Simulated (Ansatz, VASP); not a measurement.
**One calculation of Na, two programs**

```
Na
1.0
    -2.08488    2.08488    2.08488
     2.08488   -2.08488    2.08488
     2.08488    2.08488   -2.08488
Na
1
Direct
  0.00000 0.00000 0.00000
```

Alike in both runs: functional PBEsol; k mesh 14 × 14 × 14; occupations gaussian, width 0.1 eV; no spin polarisation.

Ansatz relaxed the structure, and its values are those at the end. VASP's run is a single point on that final structure, the one shown.

```csv
,VASP,Ansatz
version,VASP 6.6.1,Ansatz 0.2.0
potentials or method,"VASP PAW PBE potentials, release 64 (Na_pv), cutoff 520 eV","scalar-relativistic, plane waves, PAW"
valence electrons in the cell,7,9
```

|  | VASP | Ansatz | Ansatz less VASP |
| --- | --- | --- | --- |
| gap on the k mesh at the Fermi level (eV) | none | none | - |
| pressure (GPa) | 0.1 | 0.0 | -0.05 |

VASP's potentials were made for PBE, not for PBEsol. A gap of «none» marks a metal or a gap that the smearing closes. The functional is the same, so the differences come from potentials, cutoffs and numerics. VASP's potentials hold 7 valence electrons a cell and Ansatz's 9, so a difference there can come from the potentials and not from the codes.
